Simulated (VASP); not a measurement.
# Al2Pt (Fm-3m) in VASP: notebook, part 2 of 2

VASP 6.6.1. Earlier steps stand in the parts before.

## 3. Relaxation of cell and atoms, PBE

This run uses another cell than the first one, of 17.20 Å³/atom, 0.982 times its volume.

The input, INCAR:

```
SYSTEM = Al2Pt
  PREC = Accurate
  ENCUT = 600
  EDIFF = 1E-6
  ISMEAR = 0
  SIGMA = 0.1
  LREAL = .FALSE.
  LASPH = .TRUE.
  NELM = 80
  ALGO = Normal
  ISIF = 3
  LWAVE = .FALSE.
  LCHARG = .FALSE.
  GGA = PE
  IBRION = 2
  NSW = 100
  EDIFFG = -0.01
```

The input, KPOINTS:

```
regular mesh
0
G
  14 14 14
  0 0 0
```

The input, POSCAR:

```
Al2Pt
1.0
    0.0000000000      2.9550000000      2.9550000000
    2.9550000000      0.0000000000      2.9550000000
    2.9550000000      2.9550000000      0.0000000000
Al Pt
2 1
Direct
    0.2500000000      0.2500000000      0.2500000000
    0.7500000000      0.7500000000      0.7500000000
    0.0000000000      0.0000000000      0.0000000000
```

Potentials or basis: VASP PAW PBE potentials, release 64 (Al, Pt).

Run with:

```
> cat potpaw_PBE.64/Al/POTCAR potpaw_PBE.64/Pt/POTCAR > POTCAR
> mpirun -np 1 vasp_std > vasp.out
```

OUTCAR:

```text
SYSTEM = Al2Pt
   PREC = Accurate
   ENCUT = 600
   EDIFF = 1E-6
   ISMEAR = 0
   LREAL = .FALSE.
   LASPH = .TRUE.
   NELM = 80
   ISIF = 3
   GGA = PE
   IBRION = 2
   NSW = 100
   EDIFFG = -0.01

 ion  position               nearest neighbor table
   1  0.250  0.250  0.250-   3 2.56   3 2.56   3 2.56   3 2.56   2 2.96   2 2.96   2 2.96   2 2.96
                             2 2.96   2 2.96
   2  0.750  0.750  0.750-   3 2.56   3 2.56   3 2.56   3 2.56   1 2.96   1 2.96   1 2.96   1 2.96
                             1 2.96   1 2.96
   3  0.000  0.000  0.000-   2 2.56   2 2.56   2 2.56   1 2.56   2 2.56   1 2.56   1 2.56   1 2.56

  LATTYP: Found a face centered cubic cell.
 ALAT       =     5.9100000000

  Lattice vectors:

 A1 = (   0.0000000000,   2.9550000000,   2.9550000000)
 A2 = (   2.9550000000,   0.0000000000,   2.9550000000)
 A3 = (   2.9550000000,   2.9550000000,   0.0000000000)

Analysis of symmetry for initial positions (statically):
=====================================================================
 Subroutine PRICEL returns:
 Original cell was already a primitive cell.

 Routine SETGRP: Setting up the symmetry group for a
 face centered cubic supercell.

 Subroutine GETGRP returns: Found 48 space group operations
 (whereof 48 operations were pure point group operations)
[... 178 lines left out ...]
  external PRESSURE =      23.1347447 kB  Pullay stress =       0.0000000 kB
[... 61 lines left out ...]
--------------------------------------- Ionic step        3  -------------------------------------------

 number of electron      16.0000001 magnetization

 Free energy of the ion-electron system (eV)
  ---------------------------------------------------
  ext. energy  EPLUGINS =         0.00000000
  ---------------------------------------------------
  free energy    TOTEN  =       -16.25626722 eV

  energy without entropy =      -16.24991717  energy(sigma->0) =      -16.25309220

 E-fermi :   7.7155     XC(G=0): -10.6267

 val. band max:        7.7084505251   @ k =   0.5000   0.2143   0.0000
 cond. band min:       7.7252587620   @ k =  -0.1429   0.2143   0.0714
 fundamental gap:      0.0168082368
 Fermi energy:         7.7155131738

 k-point     1 :       0.0000    0.0000    0.0000
  band No.  band energies     occupation
      1      -2.4093      2.00000
      2       2.7354      2.00000
      3       2.7354      2.00000
      4       2.7354      2.00000
      5       4.0724      2.00000
      6       4.0724      2.00000
      7      10.5241      0.00000
      8      11.5087      0.00000
      9      11.5087      0.00000
     10      11.5087      0.00000
     11      13.0117      0.00000
     12      13.0117      0.00000
[... 331 lines left out ...]
 k-point    24 :       0.2857    0.1429    0.0000
  band No.  band energies     occupation
      1      -1.4155      2.00000
      2       2.2362      2.00000
      3       3.0281      2.00000
      4       3.0467      2.00000
      5       3.7877      2.00000
      6       4.2365      2.00000
      7       6.9824      2.00000
      8       8.7676      0.00000
      9       9.2507      0.00000
     10      11.1305      0.00000
     11      12.4650      0.00000
     12      13.9086      0.00000

 [... further k-points ...]
[... 5 lines left out ...]
  --------------------------------------------------------------------------------------
  -------------------------------------------------------------------------------------
  Total        0.0036891      0.0036891      0.0036891     -0.0000000      0.0000000     -0.0000000
  in kB        0.1125862      0.1125862      0.1125862     -0.0000000      0.0000000     -0.0000000
  external PRESSURE =       0.1125862 kB  Pullay stress =       0.0000000 kB
[... 18 lines left out ...]
  FREE ENERGIE OF THE ION-ELECTRON SYSTEM (eV)
  ---------------------------------------------------
  free  energy   TOTEN  =       -16.2562672196 eV

  energy  without entropy=      -16.2499171707  energy(sigma->0) =      -16.25309220

 reached required accuracy - stopping structural energy minimisation
```

Run time: 5.7 min. Hardware: 1 thread of AMD EPYC 7R13, shared host; peak memory 0.24 GiB.

What came out:

| Item | Value |
| --- | --- |
| Free energy | -16.2563 eV |
| Relaxed volume | 17.50 Å³/atom |
| Relaxed cell | a = 4.203 Å, b = 4.203 Å, c = 4.203 Å, α = 60.00°, β = 60.00°, γ = 60.00° |
| Space group after relaxing (to 0.05 Å) | Fm-3m (No. 225) |
| Energy gained by relaxing | 2.1 meV/atom |
| Ionic steps | 3 |
| Pressure after relaxing | 0.0 GPa |
| Band gap on the k mesh | zero (band 8 reaches 11.51 eV, above the bottom of band 9 at 6.13 eV) |

Step by step:
```
step  energy change (eV)  largest force (eV/Å)  pressure (GPa)  volume (Å³)
   1              0.0000                0.0000            2.31        51.61
   2              0.0010                0.0000           -2.32        53.48
   3             -0.0063                0.0000            0.01        52.50
```

Final structure:
```
CELL_PARAMETERS angstrom
0.00000 2.97192 2.97192
2.97192 0.00000 2.97192
2.97192 2.97192 0.00000
ATOMIC_POSITIONS crystal
Al 0.25000 0.25000 0.25000
Al 0.75000 0.75000 0.75000
Pt 0.00000 0.00000 0.00000
```

Levels at points of the mesh, in eV from the Fermi level:
```tsv
k point	band 4	band 5	band 6	band 7	band 8	band 9	band 10	band 11	band 12
(0.00, 0.00, 0.00)	-4.98	-3.64	-3.64	2.81	3.79	3.79	3.79	5.30	5.30
(0.50, 0.00, 0.00)	-4.66	-3.67	-3.43	-3.43	1.00	1.00	3.72	5.07	5.07
(0.50, 0.50, 0.00)	-3.73	-3.73	-3.38	-3.16	-1.59	-1.59	3.01	3.34	8.04
```

Caveat: spin-orbit coupling is left out, which moves the levels of the heavy elements. PBE usually gives volumes a little too large and moduli too small.
